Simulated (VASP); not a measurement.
BN: single point with LDA

The system is BN.

```
N B
1.0
     2.54724    0.00000    0.00000
    -1.27362    2.20597    0.00000
     0.00000    0.00000    6.76584
N B
2 2
Direct
  0.66667 0.33333 0.25000
  0.33333 0.66667 0.75000
  0.66667 0.33333 0.75000
  0.33333 0.66667 0.25000
```

This cell differs from its parent crystal: volume scaled by 1.06.

```yaml
Program: VASP 6.6.1
Task: single point
Functional: LDA
Potentials_or_basis: VASP PAW LDA potentials, release 64 (N, B)
Cutoff: 520 eV
k_mesh: 12 × 12 × 4
Occupations: fermi-dirac, width 0.05 eV
Spin: no spin polarisation
```

```yaml
Pressure: -15.2 GPa
Band_gap_on_the_k_mesh: 4.02 eV, indirect (least direct gap 4.38 eV)
```

Stress tensor (GPa, compression positive):
```
-22.30   0.00   0.00
  0.00 -22.30   0.00
  0.00   0.00  -1.09
```

Levels at points of the mesh, in eV from the valence-band top:
| k point | band 6 | band 7 | band 8 | band 9 | band 10 | band 11 |
| --- | --- | --- | --- | --- | --- | --- |
| (0.00, 0.00, 0.00) | -1.40 | -1.36 | -1.36 | 4.82 | 9.65 | 11.01 |
| (0.50, 0.00, 0.00) | -4.02 | -1.39 | -0.42 | 4.02 | 5.34 | 9.00 |
| (0.00, 0.00, 0.50) | -1.38 | -1.38 | -1.38 | 7.08 | 7.08 | 11.07 |
| (0.50, 0.00, 0.50) | -4.05 | -0.88 | -0.88 | 4.47 | 4.47 | 9.37 |

Run time: 20 s on 1 thread of Intel Xeon 6975P-C, with other jobs on the host, peak memory 0.15 GiB.

 A k mesh can miss the band edges.
